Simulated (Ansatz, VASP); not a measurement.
# Li2Si3 in VASP and in Ansatz

```
Li Si
1.0
     4.06880    0.00000    0.00000
    -2.03440    3.52368    0.00000
     0.00000    0.00000    5.03314
Li Si
2 3
Cartesian
  0.0000 2.3491 0.7279
  2.0344 1.1746 4.3053
  0.0000 0.0000 0.0000
  0.0000 2.3491 3.1984
  2.0344 1.1746 1.8347
```

Alike in both runs: functional PBE; k mesh 12 × 12 × 8; occupations gaussian, width 0.1 eV; no spin polarisation.

Ansatz relaxed the structure, and its values are those at the end. VASP's run is a single point on that final structure, the one shown.

|  | VASP | Ansatz |
| --- | --- | --- |
| version | VASP 6.6.1 | Ansatz 0.2.0 |
| potentials or method | VASP PAW PBE potentials, release 64 (Li_sv, Si), cutoff 520 eV | scalar-relativistic, plane waves, PAW |
| valence electrons in the cell | 18 | 18 |

```csv
,VASP,Ansatz,Ansatz less VASP
gap on the k mesh at the Fermi level (eV),none,none,-
rms of the force components (eV/Å),0.003,0.003,-0.0001
```

A gap of «none» marks a metal or a gap that the smearing closes.

Noted on VASP's run: the cutoff is under 1.25 times that of the potentials, so the pressure is a little rough.
